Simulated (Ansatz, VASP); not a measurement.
# Pd: VASP beside Ansatz

The input INCAR:

```
PREC = Accurate
ENCUT = 520
EDIFF = 1E-6
ISMEAR = -1
SIGMA = 0.01
LREAL = F
LASPH = T
NELM = 150
ALGO = Normal
ISIF = 2
LWAVE = F
LCHARG = F
ISPIN = 2
MAGMOM = 2
LORBIT = 11
LMAXMIX = 4
GGA = RE
ISYM = 0
NBANDS = 15
```

The input KPOINTS:

```
regular mesh
0
Gamma
  1 1 1
```

The input POSCAR:

```
Pd
1.0
   14.0000000000      0.0000000000      0.0000000000
    0.0000000000     14.4000000000      0.0000000000
    0.0000000000      0.0000000000     14.8000000000
Pd
1
Direct
    0.5000000000      0.5000000000      0.5000000000
```

Input for Ansatz:

```yaml
crystal:
  lattice:
    - [14.0, 0.0, 0.0]
    - [0.0, 14.4, 0.0]
    - [0.0, 0.0, 14.8]
  atoms:
    - { symbol: Pd, position: [0.5, 0.5, 0.5], spin: 2.0 }
  symmetry: { detect: false, time_reversal: true }
hamiltonian:
  xc: revpbe
  pseudopotentials:
    kind: paw
    azcp:
      Pd: "pseudopotentials/Pd.paw.azcp"
basis:
  ecutwfc: 420
  fft_grid_basis: typed
kpoints:
  mp_grid: { grid: [1, 1, 1], shift: [0, 0, 0] }
magnetization:
  spin_polarized: true
scf:
  occupations: { method: fermi_dirac, width: 0.01 }
```

Alike in both runs: task single point; functional revPBE; k mesh 1 × 1 × 1; occupations fermi-dirac, width 0.01 eV; collinear spin.

|  | VASP | Ansatz |
| --- | --- | --- |
| version | VASP 6.6.1 | Ansatz 0.2.0 |
| potentials or method | VASP PAW PBE potentials, release 64 (Pd), cutoff 520 eV | plane waves (420 eV) with PAW, scalar-relativistic |
| valence electrons in the cell | 10 | 18 |

|  | VASP | Ansatz | Ansatz less VASP |
| --- | --- | --- | --- |
| gap on the k mesh at the Fermi level (eV) | 0.70 | 0.76 | +0.058 |
| net moment per atom (μB) | 0.00 | 0.00 | 0.000 |

VASP's potentials were made for PBE, not for revPBE. VASP's potentials hold 10 valence electrons a cell and Ansatz's 18, so a difference there can come from the potentials and not from the codes. Ansatz's warnings: seeded moment not kept.
